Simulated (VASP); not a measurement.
# AlN (Pm) in VASP: further runs, part 2 of 2

VASP 6.6.1. The steps go on from the part before.

## 4. Single point, LDA (atom 1 (Al) moved by +0.496 Å along [1 0 0] and -0.620 Å along [1 2 0])

INCAR reads:

```
SYSTEM = AlN
ALGO = Normal ; EDIFF = 1E-7
ENCUT = 520 ; ISIF = 2
ISMEAR = 0 ; LASPH = .True.
LCHARG = .False. ; LREAL = .False.
LWAVE = .False. ; NBANDS = 26
NELM = 80 ; PREC = Accurate
SIGMA = 0.05
```

KPOINTS reads:

```
k-points
0
Gamma
  8 6 4
  0 0 0
```

POSCAR reads:

```
AlN
1.0
   -1.6378403119      2.8368226349      0.0000000000
    0.0000000000      0.0000000000      4.1006264518
    4.9135209358      2.8368226349      0.0000000000
Al N
4 4
Direct
    0.2603747616      0.7500000000      0.1877375294
    1.0000000000      0.7500000000      0.6666666667
    0.0000000000      0.2500000000      0.3333333333
    0.5000000000      0.2500000000      0.8333333333
    0.5000000000      0.2500000000      0.1666666667
    1.0000000000      0.2500000000      0.6666666667
    0.0000000000      0.7500000000      0.3333333333
    0.5000000000      0.7500000000      0.8333333333
```

Potentials or basis: VASP PAW LDA potentials, release 64 (Al, N).

Started as:

```bash
$ cat potpaw_LDA.64/Al/POTCAR potpaw_LDA.64/N/POTCAR > POTCAR
$ mpirun -np 1 vasp_std > vasp.out
```

OUTCAR:

```text
SYSTEM = AlN
   EDIFF = 1E-7
   ENCUT = 520
   ISIF = 2
   ISMEAR = 0
   LASPH = .True.
   LREAL = .False.
   NELM = 80
   PREC = Accurate

 ion  position               nearest neighbor table
   1  0.260  0.750  0.188-   7 1.19   8 2.16   5 2.20   5 2.20   3 2.37   3 2.37   7 2.56   2 2.85
                             4 2.98   4 2.98   2 3.08   3 3.28   3 3.28
   2  0.000  0.750  0.667-   8 1.89   8 1.89   7 1.89   6 2.05   6 2.05   4 2.79   4 2.79   4 2.79
                             4 2.79   3 2.79   3 2.79   1 2.85   1 3.08
   3  0.000  0.250  0.333-   5 1.89   5 1.89   6 1.89   7 2.05   7 2.05   1 2.37   1 2.37   2 2.79
                             2 2.79   4 3.28   4 3.28   4 3.28   4 3.28   1 3.28   1 3.28
   4  0.500  0.250  0.833-   6 1.89   6 1.89   5 1.89   8 2.05   8 2.05   2 2.79   2 2.79   2 2.79
                             2 2.79   1 2.98   1 2.98   3 3.28   3 3.28   3 3.28   3 3.28
[... 936 lines left out ...]
  energy-cutoff  :      520.00
  volume of cell :       76.21
      direct lattice vectors                 reciprocal lattice vectors
    -1.637840312  2.836822635  0.000000000    -0.152640033  0.264380293  0.000000000
     0.000000000  0.000000000  4.100626452     0.000000000  0.000000000  0.243865178
     4.913520936  2.836822635  0.000000000     0.152640033  0.088126764  0.000000000

 POSITION                                       TOTAL-FORCE (eV/Angst)
 -----------------------------------------------------------------------------------
      0.49600      1.27122      3.07547       -61.926110     19.061722      0.000000
      3.27568      1.89122      3.07547         0.299149     -0.360145      0.000000
      1.63784      0.94561      1.02516         1.903624     -0.901074      0.000000
      3.27568      3.78243      1.02516         0.110038      0.367505      0.000000
      0.00000      1.89122      1.02516         1.366787     -1.285513      0.000000
      3.27568      1.89122      1.02516        -0.437862     -0.206996      0.000000
      1.63784      0.94561      3.07547        57.482753    -16.184227      0.000000
      3.27568      3.78243      3.07547         1.201621     -0.491272      0.000000
 -----------------------------------------------------------------------------------
    total drift:                               -0.000513      0.000157     -0.000000

  FREE ENERGIE OF THE ION-ELECTRON SYSTEM (eV)
  ---------------------------------------------------
  free  energy   TOTEN  =       -51.1412607150 eV

  energy  without entropy=      -51.1412607149  energy(sigma->0) =      -51.14126071
```

OSZICAR:

```text
N       E                     dE             d eps       ncg     rms          rms(c)
DAV:   1     0.121157096270E+03    0.12116E+03   -0.15110E+04  3752   0.112E+03
DAV:   2    -0.562740403302E+02   -0.17743E+03   -0.16547E+03  5000   0.227E+02
DAV:   3    -0.653741296506E+02   -0.91001E+01   -0.90439E+01  5064   0.535E+01
DAV:   4    -0.654462488059E+02   -0.72119E-01   -0.72071E-01  4456   0.542E+00
DAV:   5    -0.654471072818E+02   -0.85848E-03   -0.85816E-03  4930   0.582E-01    0.208E+01
DAV:   6    -0.515356250126E+02    0.13911E+02   -0.37141E+01  4568   0.360E+01    0.792E+00
DAV:   7    -0.513189002579E+02    0.21672E+00   -0.27426E+00  4824   0.878E+00    0.415E+00
DAV:   8    -0.511786638907E+02    0.14024E+00   -0.18651E-01  4606   0.309E+00    0.171E+00
DAV:   9    -0.511413878172E+02    0.37276E-01   -0.40695E-02  4758   0.154E+00    0.362E-01
DAV:  10    -0.511414697042E+02   -0.81887E-04   -0.84618E-03  4462   0.515E-01    0.341E-01
DAV:  11    -0.511412817109E+02    0.18799E-03   -0.51305E-04  4806   0.211E-01    0.147E-01
DAV:  12    -0.511412670754E+02    0.14635E-04   -0.28507E-04  4362   0.106E-01    0.374E-02
DAV:  13    -0.511412614762E+02    0.55993E-05   -0.21830E-05  4832   0.351E-02    0.174E-02
DAV:  14    -0.511412606647E+02    0.81147E-06   -0.58888E-06  4642   0.175E-02    0.741E-03
DAV:  15    -0.511412607268E+02   -0.62116E-07   -0.11022E-06  4528   0.633E-03    0.246E-03
DAV:  16    -0.511412607150E+02    0.11855E-07   -0.77664E-08  2384   0.205E-03
   1 F= -.51141261E+02 E0= -.51141261E+02  d E =-.179457E-10
```

It took 45 s on 1 thread of Intel Xeon 6975P-C (Granite Rapids), shared host; peak memory 0.22 GiB.

What came out:

```yaml
Free_energy: -51.1413 eV
Pressure: 48.4 GPa
Largest_force: 64.793 eV/Å
Band_gap_on_the_k_mesh: 2.98 eV
```

Forces on the atoms (eV/Å):
```
Al  -61.926  19.062   0.000
Al    0.299  -0.360   0.000
Al    1.904  -0.901   0.000
Al    0.110   0.368   0.000
N     1.367  -1.286   0.000
N    -0.438  -0.207   0.000
N    57.483 -16.184   0.000
N     1.202  -0.491   0.000
```

Stress tensor (GPa, compression positive):
```
135.36 -37.66   0.00
-37.66   6.05   0.00
  0.00   0.00   3.92
```

Caveat: the cell differs from its parent crystal (atom 1 (Al) moved by +0.496 Å along [1 0 0] and -0.620 Å along [1 2 0]); atoms lie so close that the PAW spheres overlap strongly, which falsifies energies and pressures; the cell stands under pressure; forces of over 1 eV/Å act on the atoms, so gaps and moduli don't describe the material at rest. A k mesh can miss the band edges.

## 5. Single point, LDA (atom 1 (Al) moved by -0.248 Å along [1 0 0] and -0.620 Å along [1 2 0])

INCAR reads:

```
SYSTEM = AlN
  ALGO = Normal
  EDIFF = 1E-6
  ENCUT = 520
  GGA = CA
  ISIF = 2
  ISMEAR = 0
  LASPH = .True.
  LCHARG = .False.
  LREAL = .False.
  LWAVE = .False.
  NBANDS = 26
  NELM = 100
  PREC = Accurate
  SIGMA = 0.05
```

KPOINTS is that of step 4.

Changes to POSCAR since step 4:

```diff
@@ -8,3 +8,3 @@
 Direct
-    0.2603747616      0.7500000000      0.1877375294
+    0.3739389465      0.7500000000      0.0741733445
     1.0000000000      0.7500000000      0.6666666667
```

Started as:

```bash
$ cat potpaw_LDA.64/Al/POTCAR potpaw_LDA.64/N/POTCAR > POTCAR
$ mpirun -np 1 vasp_std > vasp.out
```

Wall time 40 s (1 thread of Intel Xeon 6975P-C (Granite Rapids), shared host); peak memory 0.22 GiB.

It converged, with:

```
Free energy            : -59.7697 eV
Pressure               : 19.3 GPa
Largest force          : 24.790 eV/Å
Band gap on the k mesh : 1.56 eV (least direct gap 1.63 eV)
```

Forces in eV/Å, atoms in the order of the input:
```
Al   22.951   9.371   0.000
Al   -2.842  -2.110   0.000
Al   -0.289  -0.611   0.000
Al   -0.668   0.357   0.000
N    -1.656  -2.177   0.000
N     1.115   0.604   0.000
N    -0.535  -0.395   0.000
N   -18.076  -5.040   0.000
```

Stress tensor (GPa, compression positive):
```
53.11 12.40  0.00
12.40  2.66  0.00
 0.00  0.00  1.98
```

Levels at points of the mesh, in eV from the valence-band top:
| k point | band 12 | band 13 | band 14 | band 15 | band 16 | band 17 | band 18 | band 19 | band 20 | band 21 |
| --- | --- | --- | --- | --- | --- | --- | --- | --- | --- | --- |
| (0.00, 0.00, 0.00) | -3.26 | -2.98 | -2.15 | -0.25 | -0.07 | 1.56 | 3.35 | 4.28 | 6.18 | 6.67 |
| (0.50, 0.00, 0.00) | -4.06 | -2.95 | -2.48 | -2.42 | -2.00 | 4.06 | 4.10 | 5.42 | 5.64 | 7.12 |
| (0.00, 0.50, 0.00) | -3.01 | -2.78 | -1.93 | -1.77 | -0.63 | 2.62 | 4.27 | 5.20 | 5.95 | 7.52 |
| (0.50, 0.50, 0.00) | -4.93 | -2.42 | -1.95 | -0.74 | -0.50 | 4.56 | 4.62 | 5.96 | 6.32 | 7.93 |
| (0.00, 0.00, 0.50) | -3.39 | -2.80 | -2.52 | -0.83 | 0.00 | 2.40 | 4.66 | 5.58 | 5.70 | 7.04 |
| (0.50, 0.00, 0.50) | -3.65 | -3.14 | -2.66 | -1.91 | -1.42 | 2.59 | 3.71 | 5.25 | 6.28 | 6.73 |
| (0.00, 0.50, 0.50) | -2.95 | -2.80 | -1.76 | -1.61 | -0.70 | 2.29 | 4.33 | 4.78 | 6.40 | 7.91 |
| (0.50, 0.50, 0.50) | -3.67 | -3.15 | -2.63 | -1.51 | -0.94 | 3.62 | 3.85 | 4.96 | 5.37 | 8.15 |

Caveat: the cell differs from its parent crystal (atom 1 (Al) moved by -0.248 Å along [1 0 0] and -0.620 Å along [1 2 0]); the cell stands under pressure; forces of over 1 eV/Å act on the atoms, so gaps and moduli don't describe the material at rest. A k mesh can miss the band edges.

## 6. Single point, LDA (atom 1 (Al) moved by +0.124 Å along [1 0 0] and -0.248 Å along [1 2 0])

INCAR reads:

```
PREC = Accurate
ENCUT = 520
EDIFF = 1E-7
ISMEAR = 0
SIGMA = 0.05
LREAL = F
LASPH = T
NELM = 100
ALGO = Normal
ISIF = 2
LWAVE = F
LCHARG = T
LELF = T
LVHAR = T
NBANDS = 26
```

KPOINTS reads:

```
Automatic mesh
0
Gamma
  8 6 4
```

Changes to POSCAR since step 5:

```diff
@@ -8,3 +8,3 @@
 Direct
-    0.3739389465      0.7500000000      0.0741733445
+    0.4155063231      0.7500000000      0.1637385933
     1.0000000000      0.7500000000      0.6666666667
```

Potentials or basis: VASP PAW LDA potentials, release 64 (Al, N).

Started as:

```bash
$ cat potpaw_LDA.64/Al/POTCAR potpaw_LDA.64/N/POTCAR > POTCAR
$ mpirun -np 1 vasp_std > vasp.out
```

Wall time 41 s (1 thread of Intel Xeon 6975P-C (Granite Rapids), shared host); peak memory 0.22 GiB.

The run converged. Its results:

| Quantity | Value |
| --- | --- |
| Free energy | -64.2370 eV |
| Pressure | 4.1 GPa |
| Largest force | 5.964 eV/Å |
| Band gap on the k mesh | 3.52 eV |

Forces in eV/Å, atoms in the order of the input:
```
Al  -4.474  3.944  0.000
Al  -0.098 -0.201  0.000
Al   0.423 -0.486  0.000
Al  -0.078  0.174  0.000
N    0.252 -0.596  0.000
N    0.021 -0.026  0.000
N    3.722 -2.503  0.000
N    0.231 -0.307  0.000
```

Stress tensor (GPa, compression positive):
```
12.55 -5.12  0.00
-5.12 -0.82  0.00
 0.00  0.00  0.60
```

Levels at points of the mesh, in eV from the valence-band top:
```csv
k point,band 12,band 13,band 14,band 15,band 16,band 17,band 18,band 19,band 20,band 21
"(0.00, 0.00, 0.00)",-3.01,-1.74,-1.52,-1.34,0.00,3.52,3.79,4.55,7.10,7.29
"(0.50, 0.00, 0.00)",-3.63,-2.93,-2.61,-2.21,-2.10,5.45,5.61,5.82,5.99,7.97
"(0.00, 0.50, 0.00)",-2.54,-2.52,-2.19,-1.82,-1.76,5.06,5.09,5.80,5.87,8.25
"(0.50, 0.50, 0.00)",-4.55,-1.09,-1.08,-1.02,-0.92,5.80,6.07,6.26,6.44,9.00
"(0.00, 0.00, 0.50)",-3.17,-1.43,-1.31,-1.21,-1.13,4.61,4.84,6.22,6.38,7.80
"(0.50, 0.00, 0.50)",-4.09,-3.16,-2.84,-1.55,-1.26,3.76,3.93,7.06,7.33,7.41
"(0.00, 0.50, 0.50)",-2.79,-1.94,-1.90,-1.90,-1.81,5.16,5.30,5.45,5.57,8.87
"(0.50, 0.50, 0.50)",-3.11,-1.84,-1.81,-1.77,-1.66,4.94,5.03,5.23,5.35,9.48
```

Caveat: the cell differs from its parent crystal (atom 1 (Al) moved by +0.124 Å along [1 0 0] and -0.248 Å along [1 2 0]); the cell stands under pressure; forces of over 1 eV/Å act on the atoms, so gaps and moduli don't describe the material at rest. A k mesh can miss the band edges.

## 7. Overview

```csv
cell,gap on the mesh (eV),pressure (GPa),largest force (eV/Å)
"as given, atomic positions A",2.19,26.3,29.50
"as given, atomic positions B",1.98,11.8,11.27
"as given, atomic positions C",2.98,48.4,64.79
"as given, atomic positions D",1.56,19.3,24.79
"as given, atomic positions E",3.52,4.1,5.96
```

Alike in all rows: task single point; level LDA; potentials or basis VASP PAW LDA potentials, release 64 (Al, N); no spin polarisation; k mesh 8 × 6 × 4; cutoff (eV) 520; smearing gaussian 0.05 eV.

Caveats: the cell stands under pressure; forces of over 1 eV/Å act on the atoms, so gaps and moduli don't describe the material at rest; atoms lie so close that the PAW spheres overlap strongly, which falsifies energies and pressures (at least some runs).

Absolute energies hang on the potentials; compare differences alone.
